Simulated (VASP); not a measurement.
A run of VASP 6.6.1:

The input INCAR:

```
SYSTEM = Ta16H2C
PREC     = Accurate       ! precision mode
ENCUT    = 520            ! plane-wave cutoff, eV
EDIFF    = 1E-6           ! SCF threshold, eV
ISMEAR   = 0              ! smearing method
SIGMA    = 0.05           ! smearing width, eV
LREAL    = .False.        ! projectors in reciprocal space
LASPH    = .True.         ! aspherical terms in the spheres
NELM     = 120            ! most SCF steps
ALGO     = Normal         ! electronic algorithm
ISIF     = 2              ! what is computed and relaxed
LWAVE    = .False.        ! write WAVECAR
LCHARG   = .False.        ! write CHGCAR
GGA      = PE             ! functional
NBANDS   = 106            ! bands
GGA_COMPAT= .False.      
NELMDL   = -8
```

Contents of KPOINTS:

```
regular mesh
0
Gamma
  3 4 1
  0 0 0
```

File POSCAR:

```
Ta16H2C
1.0
    6.6200000000      0.0000000000      0.0000000000
    3.3100000000      4.6810470000      0.0000000000
    0.0000000000      0.0000000000     18.0215700000
Ta C H
16 1 2
Direct
   -0.2500000534      0.5000001068      0.0554891167
    0.2499999466      0.5000001068      0.0554891167
   -0.2500000000      1.0000000000      0.0554891167
    0.2500000000      1.0000000000      0.0554891167
    0.0039863692     -0.0020730405      0.1817060889
    0.5023320471     -0.0019764809      0.1805045287
    0.0031568866      0.4993224806      0.1811653480
    0.5026250006      0.4986907843      0.1810124756
   -0.2440542337      0.4920815792      0.3114832947
    0.2600163666      0.4970452123      0.3107260910
   -0.2448231361      0.9928746710      0.3091187394
    0.2598352453      0.9971826816      0.3109373934
    0.0108023713     -0.0122733226      0.4381659866
    0.5180835758     -0.0126813510      0.4334430352
    0.0118937260      0.4893373213      0.4378325529
    0.5117353013      0.4919967691      0.4407204256
   -0.0690690372      0.2900410955      0.5245479167
   -0.0420595877      0.1148753687      0.5602010258
   -0.0621314111      0.4335256621      0.5641214944
```

Potentials or basis: VASP PAW PBE potentials, release 64 (Ta_pv, C, H).

Run with:

```console
$ cat potpaw_PBE.64/Ta_pv/POTCAR potpaw_PBE.64/C/POTCAR potpaw_PBE.64/H/POTCAR > POTCAR
$ mpirun -np 1 vasp_std > vasp.out
```

Hardware: 1 thread of Intel Xeon 8259CL (shared host).

Question: Estimate the wall time of this run.

Answer: Run time: 43 min on 1 thread of Intel Xeon 8259CL (shared host), peak memory 0.86 GiB. Counts: scf iterations 31, k points 7.
